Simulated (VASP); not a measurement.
Runs of VASP 6.6.1 on AlFe3. The structure is that of space group Pm-3m (No. 221), or close to it. The cells are those of the table. 

```tsv
cell	gap on the mesh (eV)	pressure (GPa)	moment (μB)
a = 3.639 Å, 4 atoms	none	-13.6	(a)
a = 3.687 Å, 4 atoms	none	-18.4	6.66
a = 3.540 Å, 4 atoms	none	-1.2	5.63
a = 3.487 Å, 4 atoms	none	7.1	5.01
a = 3.734 Å, 4 atoms	none	(c)	6.80
a = 3.779 Å, 4 atoms	none	(b)	6.91
a = 3.590 Å, 4 atoms	none	-7.9	(d)
```

Alike in all rows: task single point; level LDA; potentials or basis VASP PAW LDA potentials, release 64 (Al, Fe); spin collinear, ferromagnetic start; k mesh 6 × 6 × 6; cutoff (eV) 520; smearing fermi-dirac 0.1 eV.

Task: Fill in the values left out.

Result: (a) 6.44; (b) -25.5; (c) -22.3; (d) 6.12.

Caveats: the cell stands under tension (at least some runs); the cell stands under pressure (at least some runs).

A gap of «none» marks levels without a gap at the run's occupations.
